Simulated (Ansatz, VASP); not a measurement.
GaSb in VASP and in Ansatz

```
Ga Sb
1.0
     0.00000    3.05561    3.05561
     3.05561    0.00000    3.05561
     3.05561    3.05561    0.00000
Ga Sb
1 1
Cartesian
  0.0000 0.0000 0.0000
  1.5278 1.5278 1.5278
```

Alike in both runs: task single point; functional HF; k mesh 4 × 4 × 4; occupations gaussian, width 0.1 eV; no spin polarisation.

|  | VASP | Ansatz |
| --- | --- | --- |
| version | VASP 6.6.1 | Ansatz 0.2.0 |
| potentials or method | VASP PAW PBE potentials, release 64 (Ga_d, Sb), cutoff 520 eV | scalar-relativistic, plane waves, PAW |
| valence electrons in the cell | 18 | 28 |

|  | VASP | Ansatz | Ansatz less VASP |
| --- | --- | --- | --- |
| gap on the k mesh at the Fermi level (eV) | 10.25 | 6.27 | -3.981 |
| least direct gap on the mesh (eV) | 11.92 | 6.78 | -5.132 |

VASP's potentials were made for PBE, not for HF. One of these differences is far larger than is usual between the two programs; its cause wasn't traced. VASP's potentials hold 18 valence electrons a cell and Ansatz's 28, so a difference there can come from the potentials and not from the codes.

The k mesh is coarse, so the values compare programs but aren't converged. Spin-orbit coupling is off throughout.
